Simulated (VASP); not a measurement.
Runs of VASP 6.6.1 on CoSi2 (fluorite type). The structure is that of space group Fm-3m (No. 225), or close to it. The cells are those of the table. 

```csv
task,cell,k mesh for the DOS,occupations for the DOS,gap on the mesh (eV),pressure (GPa)
single point,"a = 3.232 Å, angles 60.0°, 3 atoms",-,-,none,(a)
single point,"a = 3.518 Å, angles 60.0°, 3 atoms",-,-,none,(b)
single point,"a = 3.790 Å, angles 60.0°, 3 atoms",-,-,none,-0.2
single point,"a = 3.713 Å, angles 60.0°, 3 atoms",-,-,none,12.6
single point,"a = 3.632 Å, angles 60.0°, 3 atoms",-,-,none,30.3
single point,"a = 3.397 Å, angles 60.0°, 3 atoms",-,-,none,120.8
```

Alike in all rows: level PBE; potentials or basis VASP PAW PBE potentials, release 64 (Co, Si); no spin polarisation; k mesh 11 × 11 × 11; cutoff (eV) 520; smearing fermi-dirac 0.1 eV.

**Question.** Fill in the values left out.

**Answer.** (a) 240.7; (b) 65.4.

A gap of «none» marks levels without a gap at the run's occupations.
